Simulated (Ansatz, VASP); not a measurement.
Sn4SeS3: VASP beside Ansatz

The input INCAR:

```
SYSTEM = Sn4SeS3
PREC = Accurate
ENCUT = 520
EDIFF = 1E-6
ISMEAR = 0
SIGMA = 0.1
LREAL = .False.
LASPH = .True.
NELM = 60
ALGO = Normal
ISIF = 2
LWAVE = .False.
LCHARG = .False.
GGA = PE
NBANDS = 50
```

KPOINTS

```
regular mesh
0
Gamma
  4 4 4
  0 0 0
```

File POSCAR:

```
Sn4SeS3
1.0
    4.1732780000     -5.9036930000      0.0000000000
    4.1732780000      5.9036930000      0.0000000000
    0.0000000000      0.0000000000      4.1755660000
Sn Se S
4 1 3
Direct
    0.2532240000      0.7467760000      0.0000000000
    0.7467760000      0.2532240000      0.0000000000
    0.2566860000      0.2566860000      0.5000000000
    0.7433140000      0.7433140000      0.5000000000
    0.0000000000      0.0000000000      0.0000000000
    0.5000000000      0.5000000000      0.0000000000
    0.0000000000      0.5000000000      0.5000000000
    0.5000000000      0.0000000000      0.5000000000
```

Input for Ansatz:

```yaml
crystal:
  lattice:
    - [4.173278, -5.903693, 0.0]
    - [4.173278, 5.903693, 0.0]
    - [0.0, 0.0, 4.175566]
  atoms:
    - { symbol: Sn, position: [0.253224, 0.746776, 0.0] }
    - { symbol: Sn, position: [0.746776, 0.253224, 0.0] }
    - { symbol: Sn, position: [0.256686, 0.256686, 0.5] }
    - { symbol: Sn, position: [0.743314, 0.743314, 0.5] }
    - { symbol: Se, position: [0.0, 0.0, 0.0] }
    - { symbol: S, position: [0.5, 0.5, 0.0] }
    - { symbol: S, position: [0.0, 0.5, 0.5] }
    - { symbol: S, position: [0.5, 0.0, 0.5] }
basis:
  ecutwfc: 420
kpoints:
  mp_grid: { grid: [4, 4, 4] }
hamiltonian:
  xc: pbe
scf:
  occupations: { method: gaussian, width: 0.1 }
  lower_state_search: "off"
output:
  forces: true
  stress: true
  eigenvalues: true
```

Alike in both runs: task single point; functional PBE; k mesh 4 × 4 × 4; occupations gaussian, width 0.1 eV; no spin polarisation.

|  | VASP | Ansatz |
| --- | --- | --- |
| version | VASP 6.6.1 | Ansatz 0.2.0 |
| potentials or method | VASP PAW PBE potentials, release 64 (Sn_d, Se, S), cutoff 520 eV | scalar-relativistic, plane waves, PAW |
| valence electrons in the cell | 80 | 90 |

```csv
,VASP,Ansatz,Ansatz less VASP
gap on the k mesh at the Fermi level (eV),0.43,0.43,+0.001
least direct gap on the mesh (eV),0.43,0.44,+0.001
pressure (GPa),-0.4,-0.4,+0.03
```

VASP's potentials hold 80 valence electrons a cell and Ansatz's 90, so a difference there can come from the potentials and not from the codes.
